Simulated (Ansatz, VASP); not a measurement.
Ca: VASP beside Ansatz

File INCAR:

```
ALGO = Normal
EDIFF = 1E-6
ENCUT = 520
GGA = PS
ISIF = 2
ISMEAR = 0
LASPH = True
LCHARG = True
LELF = True
LREAL = False
LVHAR = True
LWAVE = False
NBANDS = 11
NELM = 100
PREC = Accurate
SIGMA = 0.15
```

File KPOINTS:

```
k-points
0
Gamma
  14 14 14
```

File POSCAR:

```
Ca
1.0
    0.0000000000      2.9059680000      2.7942000000
    2.9059680000      0.0000000000      2.7942000000
    2.9059680000      2.9059680000      0.0000000000
Ca
1
Direct
    0.0000000000      0.0000000000      0.0000000000
```

Input for Ansatz:

```yaml
crystal:
  lattice:
    - [0.0, 2.905968, 2.7942]
    - [2.905968, 0.0, 2.7942]
    - [2.905968, 2.905968, 0.0]
  atoms:
    - { symbol: Ca, position: [0.0, 0.0, 0.0] }
basis:
  ecutwfc: 420
kpoints:
  mp_grid: { grid: [14, 14, 14] }
hamiltonian:
  xc: pbesol
scf:
  occupations: { method: gaussian, width: 0.15 }
output:
  forces: true
  stress: true
  eigenvalues: true
```

Change from the starting cell: strain +0.040 along x and y, +0.000 along z, atoms carried along.

Alike in both runs: task single point; functional PBEsol; k mesh 14 × 14 × 14; occupations gaussian, width 0.15 eV; no spin polarisation.

```csv
,VASP,Ansatz
version,VASP 6.6.1,Ansatz 0.2.0
potentials or method,"VASP PAW PBE potentials, release 64 (Ca_sv), cutoff 520 eV","scalar-relativistic, plane waves, PAW"
valence electrons in the cell,10,10
```

```csv
,VASP,Ansatz,Ansatz less VASP
gap on the k mesh at the Fermi level (eV),none,none,-
pressure (GPa),-2.1,-2.1,+0.01
"traceless stress, the component that is largest in VASP (GPa)",0.15,0.15,0.000
```

VASP's potentials were made for PBE, not for PBEsol. A gap of «none» marks a metal or a gap that the smearing closes. With one functional, cell and mesh, what is left measures potentials, basis and numerics.
